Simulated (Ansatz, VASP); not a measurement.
Si4Cl in VASP and in Ansatz

```xyz
5
Lattice="3.4646 0.0000 0.0000 0.0000 3.4646 0.0000 0.0000 0.0000 9.6687" Properties=species:S:1:pos:R:3 pbc="T T T"
Si    1.7323    1.7323    4.8343
Si    1.7323    1.7323    0.0000
Si    1.7323    1.7323    7.0751
Si    1.7323    1.7323    2.5936
Cl    0.0000    0.0000    0.0000
```

Alike in both runs: functional PBE; k mesh 4 × 4 × 4; occupations gaussian, width 0.1 eV; no spin polarisation.

Ansatz relaxed the structure, and its values are those at the end. VASP's run is a single point on that final structure, the one shown.

|  | VASP | Ansatz |
| --- | --- | --- |
| version | VASP 6.6.1 | Ansatz 0.2.0 |
| potentials or method | VASP PAW PBE potentials, release 64 (Si, Cl), cutoff 520 eV | scalar-relativistic, plane waves, PAW |
| valence electrons in the cell | 23 | 23 |

|  | VASP | Ansatz | Ansatz less VASP |
| --- | --- | --- | --- |
| gap on the k mesh at the Fermi level (eV) | none | none | - |
| pressure (GPa) | 0.0 | 0.0 | 0.00 |
| rms of the force components (eV/Å) | 0.010 | 0.007 | -0.0026 |

A gap of «none» marks a metal or a gap that the smearing closes.

The k mesh is coarse, so the values compare programs but aren't converged.
